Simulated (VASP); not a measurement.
Write the native input for VASP 6.6.1 that does the following.

| Item | Value |
| --- | --- |
| Task | single point |
| Functional | PBE |
| Potentials or basis | VASP PAW PBE potentials, release 64 (Fe, Co, C, N) |
| Cutoff | 520 eV |
| k mesh | 6 × 6 × 6 |
| Occupations | gaussian, width 0.1 eV |
| Spin | collinear spin, ferromagnetic start |
| Starting moments | [3.6, 2.14, 0.0, 0.0, 0.0, 0.0, 0.0, 0.0, 0.0, 0.0] μB |
| Dipole correction | no |
| Further INCAR settings | ALGO = Normal; EDIFF = 1e-07; NBANDS = 42 |

The structure of FeCoC4N4 lies in POSCAR:

```
FeCoC4N4
1.0
    5.8102091754      0.0000000000      0.0000000000
    0.0000000000      5.8102091754      0.0000000000
    0.0000000000      0.0000000000      5.8102091754
Fe Co C N
1 1 4 4
Direct
    0.5000000000      0.5000000000      0.5000000000
    0.0000000000      0.0000000000      0.0000000000
    0.1902964327      0.1902964327      0.1902964327
    0.1902964327      0.8097035673      0.8097035673
    0.8097035673      0.1902964327      0.8097035673
    0.8097035673      0.8097035673      0.1902964327
    0.3070067166      0.3070067166      0.3070067166
    0.3070067166      0.6929932834      0.6929932834
    0.6929932834      0.3070067166      0.6929932834
    0.6929932834      0.6929932834      0.3070067166
```

The input as run:

INCAR

```
SYSTEM = FeCoC4N4
PREC     = Accurate       ! precision mode
ENCUT    = 520            ! plane-wave cutoff, eV
EDIFF    = 1E-7           ! SCF threshold, eV
ISMEAR   = 0              ! smearing method
SIGMA    = 0.1            ! smearing width, eV
LREAL    = .FALSE.        ! projectors in reciprocal space
LASPH    = .TRUE.         ! aspherical terms in the spheres
NELM     = 150            ! most SCF steps
ALGO     = Normal         ! electronic algorithm
ISIF     = 2              ! what is computed and relaxed
LWAVE    = .FALSE.        ! write WAVECAR
LCHARG   = .TRUE.         ! write CHGCAR
ISPIN    = 2              ! spin polarisation
MAGMOM   = 3.6 2.14 0 0 0 0 0 0 0 0 ! initial moments
LORBIT   = 11             ! projections on sites
LMAXMIX  = 4              ! l up to which the mixer works
GGA      = PE             ! functional
LELF     = .TRUE.         ! ELF
LVHAR    = .TRUE.       
NBANDS   = 42             ! bands
```

KPOINTS

```
regular mesh
0
G
  6 6 6
  0 0 0
```

Potentials or basis: VASP PAW PBE potentials, release 64 (Fe, Co, C, N).

Command:

```bash
$ cat potpaw_PBE.64/Fe/POTCAR potpaw_PBE.64/Co/POTCAR potpaw_PBE.64/C/POTCAR potpaw_PBE.64/N/POTCAR > POTCAR
$ mpirun -np 1 vasp_std > vasp.out
```

Results of the run:

The pressure is 0.2 GPa, the largest force is 0.350 eV/Å and the net moment is 1.11 μB per cell. The site moments are Fe +3.33; Co -2.04; C +0.02; N -0.04 μB and the valence electrons inside the program's atomic spheres are Fe 6.98; Co 8.33; C 2.57; N 3.90.

Wall time 37 min on 1 thread of Intel Xeon 8259CL, on a shared host, peak memory 0.58 GiB.
